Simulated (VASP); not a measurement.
# Nb (Im-3m) in VASP: notebook

The runs below take Nb through single point, with r2SCAN.

Program: VASP 6.6.1. These are calculated values, not measurements. Logs are shortened: lines on timing, memory, paths and dates and some standing lists are left out, and cuts for length are marked.

**1. The cell of the first run**

Symmetry: Im-3m, No. 229, cubic system. The conventional cell has a = 3.300 Å, b = 3.300 Å, c = 3.300 Å, α = 90.00°, β = 90.00°, γ = 90.00°. Within 3.8 Å of Nb (site symmetry m-3m) lie 14 Nb at 2.86 to 3.30 Å.

**2. Single point, r2SCAN, collinear spin**

POSCAR

```
Nb
1.0
   -1.6498420630      1.6498420630      1.6498420630
    1.6498420630     -1.6498420630      1.6498420630
    1.6498420630      1.6498420630     -1.6498420630
Nb
1
Direct
    0.0000000000      0.0000000000      0.0000000000
```

INCAR.step1

```
PREC = Accurate ; ENCUT = 520
ISMEAR = -1 ; SIGMA = 0.05
LREAL = F ; LASPH = T
NELM = 150 ; ISPIN = 2
MAGMOM = 1 ; LMAXMIX = 4
NBANDS = 16 ; GGA = PE
ALGO = Normal ; EDIFF = 1E-4
LWAVE = T ; LCHARG = F
```

INCAR.step2

```
PREC = Accurate ; ENCUT = 520
EDIFF = 1E-6 ; ISMEAR = -1
SIGMA = 0.05 ; LREAL = F
LASPH = T ; NELM = 150
ALGO = Normal ; ISIF = 2
LWAVE = F ; LCHARG = F
ISPIN = 2 ; MAGMOM = 1
LORBIT = 11 ; LMAXMIX = 4
METAGGA = R2SCAN ; LMIXTAU = T
NBANDS = 16 ; ISTART = 1
```

KPOINTS

```
regular mesh
0
Gamma
  22 22 22
```

Potentials or basis: VASP PAW PBE potentials, release 64 (Nb_sv).

Run with:

```
$ cat potpaw_PBE.64/Nb_sv/POTCAR > POTCAR
$ cp INCAR.step1 INCAR
$ mpirun -np 1 vasp_std > vasp.out
$ cp INCAR.step2 INCAR
$ mpirun -np 1 vasp_std > vasp.out
```

OUTCAR:

```text
PREC = Accurate
   ENCUT = 520
   EDIFF = 1E-6
   ISMEAR = -1
   LREAL = F
   LASPH = T
   NELM = 150
   ISIF = 2
   ISPIN = 2
   LORBIT = 11
   METAGGA = R2SCAN
   ISTART = 1

 ion  position               nearest neighbor table
   1  0.000  0.000  0.000-

  LATTYP: Found a body centered cubic cell.
 ALAT       =     3.2996841260

  Lattice vectors:

 A1 = (  -1.6498420630,   1.6498420630,   1.6498420630)
 A2 = (   1.6498420630,  -1.6498420630,   1.6498420630)
 A3 = (   1.6498420630,   1.6498420630,  -1.6498420630)

Analysis of symmetry for initial positions (statically):
=====================================================================
 Subroutine PRICEL returns:
 Original cell was already a primitive cell.

 Routine SETGRP: Setting up the symmetry group for a
 body centered cubic supercell.

 Subroutine GETGRP returns: Found 48 space group operations
 (whereof 48 operations were pure point group operations)
 out of a pool of 48 trial point group operations.

The static configuration has the point symmetry O_h .

Analysis of symmetry for dynamics (positions and initial velocities):
=====================================================================
 Subroutine PRICEL returns:
 Original cell was already a primitive cell.

 Routine SETGRP: Setting up the symmetry group for a
 body centered cubic supercell.

 Subroutine GETGRP returns: Found 48 space group operations
 (whereof 48 operations were pure point group operations)
 out of a pool of 48 trial point group operations.

The dynamic configuration has the point symmetry O_h .

Analysis of structural, dynamic, and magnetic symmetry:
=====================================================================
 Subroutine PRICEL returns:
 Original cell was already a primitive cell.

 Routine SETGRP: Setting up the symmetry group for a
 body centered cubic supercell.

 Subroutine GETGRP returns: Found 48 space group operations
 (whereof 48 operations were pure point group operations)
 out of a pool of 48 trial point group operations.

The overall configuration has the point symmetry O_h .

 Subroutine INISYM returns: Found 48 space group operations
 (whereof 48 operations are pure point group operations),
 and found     1 'primitive' translations

----------------------------------------------------------------------------------------

                                     Primitive cell

  volume of cell :      17.9633

  direct lattice vectors                    reciprocal lattice vectors
    -1.649842063  1.649842063  1.649842063     0.000000000  0.303059312  0.303059312
     1.649842063 -1.649842063  1.649842063     0.303059312  0.000000000  0.303059312
     1.649842063  1.649842063 -1.649842063     0.303059312  0.303059312  0.000000000

  length of vectors
     2.857610278  2.857610278  2.857610278     0.428590589  0.428590589  0.428590589

  position of ions in fractional coordinates (direct lattice)
     0.000000000  0.000000000  0.000000000

  ion indices of the primitive-cell ions
   primitive index   ion index
                 1           1

----------------------------------------------------------------------------------------

 KPOINTS: regular mesh

Automatic generation of k-mesh.
 Grid dimensions read from file:
 generate k-points for:   22   22   22

 Generating k-lattice:

  Cartesian coordinates                     Fractional coordinates (reciprocal lattice)
     0.000000000  0.013775423  0.013775423     0.045454545  0.000000000  0.000000000
     0.013775423  0.000000000  0.013775423     0.000000000  0.045454545  0.000000000
     0.013775423  0.013775423  0.000000000     0.000000000  0.000000000  0.045454545

  Length of vectors
     0.019481390  0.019481390  0.019481390

  Shift w.r.t. Gamma in fractional coordinates (k-lattice)
     0.000000000  0.000000000  0.000000000

 Subroutine IBZKPT returns following result:
 ===========================================

 Found    328 irreducible k-points:

 Following reciprocal coordinates:
            Coordinates               Weight
  0.000000  0.000000  0.000000      1.000000
  0.045455  0.000000  0.000000     12.000000
  0.090909  0.000000  0.000000     12.000000
  0.136364  0.000000  0.000000     12.000000
  0.181818  0.000000  0.000000     12.000000
  0.227273  0.000000  0.000000     12.000000
[... 16 lines left out ...]
  0.090909  0.090909  0.000000     24.000000
  0.136364  0.090909 -0.000000     48.000000
 [... further k-points ...]
   k-points           NKPTS =    328   k-points in BZ     NKDIM =    328   number of bands    NBANDS=     16
   number of dos      NEDOS =    301   number of ions     NIONS =      1
   total plane-waves  NPLWV =  13824
   dimension x,y,z NGX =    24 NGY =   24 NGZ =   24
   dimension x,y,z NGXF=    48 NGYF=   48 NGZF=   48
   ions per type =               1
   NGX,Y,Z   is equivalent  to a cutoff of  13.96, 13.96, 13.96 a.u.
   NGXF,Y,Z  is equivalent  to a cutoff of  27.92, 27.92, 27.92 a.u.
 SYSTEM =  unknown system
   PREC   = accura    normal or accurate (medium, high low for compatibility)
   ISTART =      1    job   : 0-new  1-cont  2-samecut
   ICHARG =      0    charge: 1-file 2-atom 10-const
   ISPIN  =      2    spin polarized calculation?
   LNONCOLLINEAR =      F non collinear calculations
   LSORBIT =      F    spin-orbit coupling
   LASPH  =      T    aspherical Exc in radial PAW
   ENCUT  =  520.0 eV  38.22 Ry    6.18 a.u.   5.31  5.31  5.31*2*pi/ulx,y,z
   NELM   =    150;   NELMIN=  2; NELMDL=  0     # of ELM steps
   EDIFF  = 0.1E-05   stopping-criterion for ELM
   LREAL  =      F    real-space projection
   EDIFFG = 0.1E-04   stopping-criterion for IOM
   NSW    =      0    number of steps for IOM
   IBRION =     -1    ionic relax: 0-MD 1-quasi-New 2-CG
   NFREE  =      0    steps in history (QN), initial steepest desc. (CG)
   ISIF   =      2    stress and relaxation
   ISYM   =      2    0-nonsym 1-usesym 2-fastsym
   POTIM  = 0.5000    time-step for ionic-motion
   TEBEG  =    0.0;   TEEND  =   0.0 temperature during run
   PSTRESS=    0.0 pullay stress
   NELECT =      13.0000    total number of electrons
   NUPDOWN=      -1.0000    fix difference up-down
   EMIN   =  10.00;   EMAX   =-10.00  energy-range for DOS
   EFERMI =   0.00;   METHOD = LEGACY
   ISMEAR =    -1;   SIGMA  =   0.05  broadening in eV -4-tet -1-fermi 0-gaus
   EFERMI_NEDOS =   21; number of points for ismear=-14 and -15
   IALGO  =     38    algorithm
   IMIX   =      4    mixing-type and parameters
     AMIX     =   0.40;   BMIX     =  1.00
     AMIX_MAG =   1.60;   BMIX_MAG =  1.00
  volume/ion in A,a.u.               =      17.96       121.22
  Fermi-wavevector in a.u.,A,eV,Ry     =   1.469807  2.777532 29.393101  2.160332
  Thomas-Fermi vector in A             =   2.585140
   LORBIT       =     11    0 simple, 1 ext, 2 COOP (PROOUT), +10 PAW based schemes
   METAGGA = R2SCAN    functional components
   LHFCALC =     F    Hartree Fock is set to
   AEXX    =    0.0000 exact exchange contribution
   IVDW    =     0    specifies the selected vdW correction
   LEPSILON=     F    determine dielectric tensor
   LRPA    =     F    only Hartree local field effects (RPA)
 spin polarized calculation
  energy-cutoff  :      520.00
  volume of cell :       17.96
 maximum number of plane-waves:       496
 NGX is ok and might be reduce to    24
   NGX = 11   NGY = 11   NGZ = 11

 number of electron      13.0000000 magnetization       0.0000063

 number of electron      13.0000000 magnetization      -0.0000006

 Free energy of the ion-electron system (eV)
  ---------------------------------------------------
  ext. energy  EPLUGINS =         0.00000000
  ---------------------------------------------------
  free energy    TOTEN  =       -24.84890491 eV

  energy without entropy =      -24.83705559  energy(sigma->0) =      -24.84298025

 E-fermi :  11.1648     XC(G=0): -13.6423

 val. band max:       11.1548470001   @ k =  -0.1818   0.1818   0.0909
 cond. band min:      11.1649555326   @ k =  -0.4091   0.5000   0.0909
 fundamental gap:      0.0101085326
 Fermi energy:        11.1648082822

 spin component 1

 k-point     1 :       0.0000    0.0000    0.0000
  band No.  band energies     occupation
      1     -44.9767      1.00000
      2     -19.5099      1.00000
      3     -19.5099      1.00000
      4     -19.5099      1.00000
      5       4.8828      1.00000
      6      11.6177      0.00012
[... 8 lines left out ...]
     15      37.3299      0.00000
     16      41.0187      0.00000

 k-point     2 :       0.0455    0.0000    0.0000
  band No.  band energies     occupation
      1     -44.9713      1.00000
      2     -19.5420      1.00000
      3     -19.5195      1.00000
      4     -19.5102      1.00000
      5       4.9731      1.00000
      6      11.5603      0.00037
[... 8 lines left out ...]
     15      37.1118      0.00000
     16      40.9223      0.00000
[... 387 lines left out ...]
      5       5.8872      1.00000
      6      11.1141      0.73376
[... 8 lines left out ...]
     15      36.4816      0.00000
     16      37.4660      0.00000

 k-point    24 :       0.1364    0.0909   -0.0000
  band No.  band energies     occupation
      1     -44.8856      1.00000
      2     -20.0250      1.00000
      3     -19.6425      1.00000
      4     -19.5505      1.00000
      5       6.3886      1.00000
      6      10.8528      0.99805
[... 8 lines left out ...]
     15      35.7673      0.00000
     16      36.8796      0.00000

 [... further k-points ...]

 spin component 2

 k-point     1 :       0.0000    0.0000    0.0000
  band No.  band energies     occupation
      1     -44.9767      1.00000
      2     -19.5099      1.00000
      3     -19.5099      1.00000
      4     -19.5099      1.00000
      5       4.8828      1.00000
      6      11.6177      0.00012
[... 8 lines left out ...]
     15      37.3299      0.00000
     16      41.0187      0.00000

 k-point     2 :       0.0455    0.0000    0.0000
  band No.  band energies     occupation
      1     -44.9713      1.00000
      2     -19.5420      1.00000
      3     -19.5195      1.00000
      4     -19.5102      1.00000
      5       4.9731      1.00000
      6      11.5603      0.00037
[... 8 lines left out ...]
     15      37.1118      0.00000
     16      40.9227      0.00000
[... 387 lines left out ...]
      5       5.8872      1.00000
      6      11.1141      0.73377
[... 8 lines left out ...]
     15      36.4816      0.00000
     16      37.4660      0.00000

 k-point    24 :       0.1364    0.0909   -0.0000
  band No.  band energies     occupation
      1     -44.8856      1.00000
      2     -20.0250      1.00000
      3     -19.6425      1.00000
      4     -19.5505      1.00000
      5       6.3886      1.00000
      6      10.8528      0.99805
[... 8 lines left out ...]
     15      35.7673      0.00000
     16      36.8796      0.00000

 [... further k-points ...]
[... 5 lines left out ...]
  --------------------------------------------------------------------------------------
  -------------------------------------------------------------------------------------
  Total        0.0433963      0.0433963      0.0433963      0.0000000     -0.0000000     -0.0000000
  in kB        3.8705826      3.8705826      3.8705826      0.0000000     -0.0000000     -0.0000000
  external PRESSURE =       3.8705826 kB  Pullay stress =       0.0000000 kB

 VOLUME and BASIS-vectors are now :
 -----------------------------------------------------------------------------
  energy-cutoff  :      520.00
  volume of cell :       17.96
      direct lattice vectors                 reciprocal lattice vectors
    -1.649842063  1.649842063  1.649842063     0.000000000  0.303059312  0.303059312
     1.649842063 -1.649842063  1.649842063     0.303059312  0.000000000  0.303059312
     1.649842063  1.649842063 -1.649842063     0.303059312  0.303059312  0.000000000

 POSITION                                       TOTAL-FORCE (eV/Angst)
 -----------------------------------------------------------------------------------
      0.00000      0.00000      0.00000         0.000000     -0.000000      0.000000
 -----------------------------------------------------------------------------------
    total drift:                                0.000000      0.000000     -0.000000

  FREE ENERGIE OF THE ION-ELECTRON SYSTEM (eV)
  ---------------------------------------------------
  free  energy   TOTEN  =       -24.8489049082 eV

  energy  without entropy=      -24.8370555935  energy(sigma->0) =      -24.84298025

 total charge

# of ion       s       p       d       tot
------------------------------------------
    1        2.221   6.001   2.486  10.708

 magnetization (x)

# of ion       s       p       d       tot
------------------------------------------
    1       -0.000  -0.000  -0.000  -0.000
```

Wall time 3.6 min (1 thread of Intel Xeon 6975P-C (Granite Rapids), shared host); peak memory 0.25 GiB.

Results:

```yaml
Free_energy: -24.8489 eV
Pressure: 0.4 GPa
Net_moment: 0.00 μB per cell
Valence_electrons_inside_the_program's_atomic_spheres: Nb 10.71
```

Levels at points of the mesh, in eV from the Fermi level:
Spin up:
| k point | band 2 | band 3 | band 4 | band 5 | band 6 | band 7 | band 8 | band 9 | band 10 | band 11 |
| --- | --- | --- | --- | --- | --- | --- | --- | --- | --- | --- |
| (0.00, 0.00, 0.00) | -30.67 | -30.67 | -30.67 | -6.28 | 0.45 | 0.45 | 0.45 | 3.58 | 3.58 | 14.89 |
| (0.50, 0.00, 0.00) | -32.14 | -31.13 | -30.69 | -3.91 | -1.71 | 2.28 | 3.60 | 4.33 | 6.69 | 12.17 |
| (0.50, 0.50, 0.50) | -31.67 | -31.67 | -31.67 | -3.90 | -3.90 | 5.89 | 5.89 | 5.89 | 9.56 | 9.56 |
Spin down:
| k point | band 2 | band 3 | band 4 | band 5 | band 6 | band 7 | band 8 | band 9 | band 10 | band 11 |
| --- | --- | --- | --- | --- | --- | --- | --- | --- | --- | --- |
| (0.00, 0.00, 0.00) | -30.67 | -30.67 | -30.67 | -6.28 | 0.45 | 0.45 | 0.45 | 3.58 | 3.58 | 14.89 |
| (0.50, 0.00, 0.00) | -32.14 | -31.13 | -30.69 | -3.91 | -1.71 | 2.28 | 3.60 | 4.33 | 6.69 | 12.17 |
| (0.50, 0.50, 0.50) | -31.67 | -31.67 | -31.67 | -3.90 | -3.90 | 5.89 | 5.89 | 5.89 | 9.56 | 9.56 |

Caveat: the PAW data sets were made with another functional, which shifts forces and pressure a little.

**3. Single point, r2SCAN, non-collinear spin, typed start, spin-orbit coupling**

POSCAR is that of step 2.

INCAR.step1

```
PREC     = Accurate       # precision mode
ENCUT    = 520            # plane-wave cutoff, eV
ISMEAR   = -1             # smearing method
SIGMA    = 0.05           # smearing width, eV
LREAL    = False          # projectors in reciprocal space
LASPH    = True           # aspherical terms in the spheres
NELM     = 150            # most SCF steps
MAGMOM   = 0 0 1          # initial moments
LSORBIT  = True           # spin-orbit coupling
GGA_COMPAT= False        
LMAXMIX  = 4              # l up to which the mixer works
NBANDS   = 24             # bands
GGA      = PE             # functional
ALGO     = Normal         # electronic algorithm
EDIFF    = 1E-4           # SCF threshold, eV
LWAVE    = True           # write WAVECAR
LCHARG   = False          # write CHGCAR
```

INCAR.step2

```
PREC     = Accurate       # precision mode
ENCUT    = 520            # plane-wave cutoff, eV
EDIFF    = 1E-6           # SCF threshold, eV
ISMEAR   = -1             # smearing method
SIGMA    = 0.05           # smearing width, eV
LREAL    = False          # projectors in reciprocal space
LASPH    = True           # aspherical terms in the spheres
NELM     = 150            # most SCF steps
ALGO     = Normal         # electronic algorithm
ISIF     = 2              # what is computed and relaxed
LWAVE    = False          # write WAVECAR
LCHARG   = False          # write CHGCAR
MAGMOM   = 0 0 1          # initial moments
LORBIT   = 11             # projections on sites
LSORBIT  = True           # spin-orbit coupling
GGA_COMPAT= False        
LORBMOM  = True         
LMAXMIX  = 4              # l up to which the mixer works
METAGGA  = R2SCAN         # meta-GGA
LMIXTAU  = True         
NBANDS   = 24             # bands
ISTART   = 1
```

KPOINTS

```
regular mesh
0
Gamma
  13 13 13
```

Potentials or basis: VASP PAW PBE potentials, release 64 (Nb_sv).

Run with:

```
$ cat potpaw_PBE.64/Nb_sv/POTCAR > POTCAR
$ cp INCAR.step1 INCAR
$ mpirun -np 1 vasp_ncl > vasp.out
$ cp INCAR.step2 INCAR
$ mpirun -np 1 vasp_ncl > vasp.out
```

Run time: 8.9 min. Hardware: 1 thread of Intel Xeon 6975P-C (Granite Rapids), shared host; peak memory 0.34 GiB.

The run converged. Its results:

* Free energy: -24.9369 eV
* Pressure: -0.2 GPa
* Net moment: 0.00 μB per cell
* Valence electrons inside the program's atomic spheres: Nb 10.71

Moments on the atoms (μB; x, y, z):
```
Nb  0.00 0.00 0.00
```

Caveat: the PAW data sets were made with another functional, which shifts forces and pressure a little.
